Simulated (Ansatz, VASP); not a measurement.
C: VASP beside Ansatz

File INCAR:

```
PREC = Accurate ; ENCUT = 520
EDIFF = 1E-6 ; ISMEAR = 0
SIGMA = 0.15 ; LREAL = False
LASPH = True ; NELM = 60
ALGO = Normal ; ISIF = 2
LWAVE = False ; LCHARG = False
GGA = PS ; NBANDS = 16
```

File KPOINTS:

```
regular mesh
0
Gamma
  21 21 6
```

POSCAR

```
C
1.0
    1.2945821205     -2.1826811528      0.0000000000
    1.2945821205      2.1826811528      0.0000000000
    0.0000000000      0.0000000000      7.5635426899
C
4
Direct
    0.0833216498      0.9166783502      0.7498439858
    0.5833216498      0.4166783502      0.2501560142
    0.9166783502      0.0833216498      0.2501560142
    0.4166783502      0.5833216498      0.7498439858
```

Input for Ansatz:

```yaml
crystal:
  lattice:
    - [1.2945821205, -2.1826811528, 0.0]
    - [1.2945821205, 2.1826811528, 0.0]
    - [0.0, 0.0, 7.5635426899]
  atoms:
    - { symbol: C, position: [0.0833216498, 0.9166783502, 0.7498439858] }
    - { symbol: C, position: [0.5833216498, 0.4166783502, 0.2501560142] }
    - { symbol: C, position: [0.9166783502, 0.0833216498, 0.2501560142] }
    - { symbol: C, position: [0.4166783502, 0.5833216498, 0.7498439858] }
basis:
  ecutwfc: 520.0
kpoints:
  mp_grid: { grid: [21, 21, 6] }
hamiltonian:
  xc: pbesol
  pseudopotentials: { kind: paw, azcp: { folder: soft_1 } }
scf:
  occupations: { method: gaussian, width: 0.15 }
output:
  forces: true
  stress: true
  eigenvalues: true
```

Change from the starting cell: volume 10.686 Å^3 an atom, stretch along a over the lengths across it, relative to the relaxed cell 1.0271.

Alike in both runs: task single point; functional PBEsol; k mesh 21 × 21 × 6; occupations gaussian, width 0.15 eV; no spin polarisation.

|  | VASP | Ansatz |
| --- | --- | --- |
| version | VASP 6.6.1 | Ansatz 0.2.0 |
| potentials or method | VASP PAW PBE potentials, release 64 (C), cutoff 520 eV | scalar-relativistic, plane waves, PAW |
| valence electrons in the cell | 16 | 16 |

|  | VASP | Ansatz | Ansatz less VASP |
| --- | --- | --- | --- |
| gap on the k mesh at the Fermi level (eV) | 0.04 | 0.04 | 0.000 |
| least direct gap on the mesh (eV) | 0.07 | 0.07 | 0.000 |
| pressure (GPa) | -23.5 | -24.0 | -0.52 |
| traceless stress, the component that is largest in VASP (GPa) | 23.38 | 23.95 | +0.573 |
| rms of the force components (eV/Å) | 0.063 | 0.058 | -0.0052 |

VASP's potentials were made for PBE, not for PBEsol, and Ansatz warns of the same on its side. Atom by atom the forces differ by 0.005 eV/Å (rms over components).
